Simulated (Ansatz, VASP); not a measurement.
# Ir in VASP and in Ansatz

File INCAR:

```
SYSTEM = Ir
PREC     = Accurate       ! precision mode
ENCUT    = 560            ! plane-wave cutoff, eV
EDIFF    = 1E-6           ! SCF threshold, eV
ISMEAR   = -1             ! smearing method
SIGMA    = 0.08           ! smearing width, eV
LREAL    = .FALSE.        ! projectors in reciprocal space
LASPH    = .TRUE.         ! aspherical terms in the spheres
NELM     = 120            ! most SCF steps
ALGO     = Normal         ! electronic algorithm
ISIF     = 2              ! what is computed and relaxed
LWAVE    = .FALSE.        ! write WAVECAR
LCHARG   = .FALSE.        ! write CHGCAR
GGA      = CA             ! functional
NBANDS   = 14             ! bands
GGA_COMPAT= .FALSE.
```

File KPOINTS:

```
Automatic mesh
0
G
  20 20 20
  0 0 0
```

POSCAR

```
Ir
1.0
   -1.4664938561      1.4664938561      1.4664938561
    1.4664938561     -1.4664938561      1.4664938561
    1.4664938561      1.4664938561     -1.4664938561
Ir
1
Direct
    0.0000000000      0.0000000000      0.0000000000
```

Input for Ansatz:

```yaml
crystal:
  lattice:
    - [-1.4664938561, 1.4664938561, 1.4664938561]
    - [1.4664938561, -1.4664938561, 1.4664938561]
    - [1.4664938561, 1.4664938561, -1.4664938561]
  atoms:
    - { symbol: Ir, position: [0.0, 0.0, 0.0] }
kpoints:
  mp_grid: { grid: [20, 20, 20] }
scf:
  occupations: { method: fermi_dirac, width: 0.08 }
hamiltonian:
  xc: lda
  pseudopotentials: { kind: paw }
output:
  forces: true
  stress: true
  eigenvalues: true
  populations: true
```

Change from the starting cell: volume scaled by 0.88, PAW files.

Alike in both runs: task single point; functional LDA; k mesh 20 × 20 × 20; occupations fermi-dirac, width 0.08 eV; no spin polarisation.

|  | VASP | Ansatz |
| --- | --- | --- |
| version | VASP 6.6.1 | Ansatz 0.2.0 |
| potentials or method | VASP PAW LDA potentials, release 64 (Ir_sv_GW) | PAW with Ansatz's default frozen-core files, scalar-relativistic |
| plane-wave cutoff (eV) | 560 | 420 |
| valence electrons in the cell | 17 | 17 |

Ansatz gave:

| Property | Result |
| --- | --- |
| pressure (GPa) | 62.9 |

Q: Estimate VASP's values.

A: Pressure (GPa): 62.7.

LDA's correlation is that of Perdew and Zunger in VASP and of Perdew and Wang (1992) in Ansatz. Both programs put the cell under a high pressure, so it lies far from rest at this level.

Spin-orbit coupling is off throughout. Noted on VASP's run: the cell as given lies far from equilibrium.
